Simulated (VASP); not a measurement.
Wanted: the native input for a VASP 6.6.1 run.

| Property | Result |
| --- | --- |
| Task | relaxation of cell and atoms |
| Functional | PBE |
| Potentials or basis | VASP PAW PBE potentials, release 64 (Ti_sv, Co) |
| Cutoff | 600 eV |
| k mesh | 14 × 14 × 14 |
| Occupations | gaussian, width 0.1 eV |
| Spin | collinear spin, ferromagnetic start |
| Starting moments | [0.0, 0.6] μB |
| Dipole correction | no |
| Further INCAR settings | ALGO = Normal; EDIFF = 1e-06; IBRION = 2; EDIFFG = -0.005; NSW = 100; ISIF = 3 |

The structure of TiCo lies in POSCAR:

```
TiCo
1.0
    2.9861109900      0.0000000000      0.0000000000
    0.0000000000      2.9861109900      0.0000000000
    0.0000000000      0.0000000000      2.9861109900
Ti Co
1 1
Direct
    0.0000000000      0.0000000000      0.0000000000
    0.5000000000      0.5000000000      0.5000000000
```

One way to write it, as run:

INCAR

```
PREC = Accurate
ENCUT = 600
EDIFF = 1E-6
ISMEAR = 0
SIGMA = 0.1
LREAL = F
LASPH = T
NELM = 150
ALGO = Normal
ISIF = 3
LWAVE = F
LCHARG = F
ISPIN = 2
MAGMOM = 0 0.6
LORBIT = 11
LMAXMIX = 4
GGA = PE
IBRION = 2
NSW = 100
EDIFFG = -0.005
```

KPOINTS

```
Automatic mesh
0
Gamma
  14 14 14
```

Potentials or basis: VASP PAW PBE potentials, release 64 (Ti_sv, Co).

Run with:

```console
$ cat potpaw_PBE.64/Ti_sv/POTCAR potpaw_PBE.64/Co/POTCAR > POTCAR
$ mpirun -np 1 vasp_std > vasp.out
```

It gave:

The relaxed volume is 13.26 Å³/atom. The relaxed cell is a = 2.982 Å, b = 2.982 Å, c = 2.982 Å, α = 90.00°, β = 90.00°, γ = 90.00°, the space group after relaxing (to 0.05 Å) is Pm-3m (No. 221) and the energy gained by relaxing is 0.1 meV/atom. The ionic steps are 16, the pressure after relaxing is 0.0 GPa and the net moment is 0.87 μB per cell. The site moments are Ti -0.03; Co +0.95 μB and the valence electrons inside the program's atomic spheres are Ti 10.29; Co 8.29.

It took 7.8 min on 1 thread of Intel(R) Xeon(R) Platinum 8259CL CPU @ 2.50GHz (Skylake/Cascade Lake) (shared host), peak memory 0.23 GiB.
